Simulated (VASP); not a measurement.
Sb2Se:

```
CELL_PARAMETERS angstrom
0.00000 3.42012 3.42012
3.42012 0.00000 3.42012
3.42012 3.42012 0.00000
ATOMIC_POSITIONS crystal
Sb 0.25000 0.25000 0.25000
Sb 0.75000 0.75000 0.75000
Se 0.00000 0.00000 0.00000
```

* Program: VASP 6.6.1
* Task: relaxation of cell and atoms
* Functional: PBE
* Potentials or basis: VASP PAW PBE potentials, release 64 (Sb, Se)
* Cutoff: 600 eV
* k mesh: 4 × 4 × 4
* Occupations: gaussian, width 0.1 eV
* Spin: no spin polarisation

At the start: pressure 4.0 GPa; volume 26.67 Å³/atom.

**Question.** How do energy, volume and symmetry change on relaxing?

**Answer.** Over 3 steps the energy falls by 22.9 meV/atom and the volume is 28.61 Å³/atom (+7.3 %); space group Fm-3m (No. 225, to 0.05 Å).

Step by step:
```
step  energy change (eV)  largest force (eV/Å)  pressure (GPa)  volume (Å³)
   1              0.0000                0.0000            4.04        80.01
   2             -0.0603                0.0000           -1.16        88.06
   3             -0.0686                0.0000            0.01        85.82
```

Final structure:
```
Sb Se
1.0
     0.00000    3.50093    3.50093
     3.50093    0.00000    3.50093
     3.50093    3.50093    0.00000
Sb Se
2 1
Direct
  0.25000 0.25000 0.25000
  0.75000 0.75000 0.75000
  0.00000 0.00000 0.00000
```

Caveat: the k points lie up to 0.39 Å⁻¹ apart in the final cell.
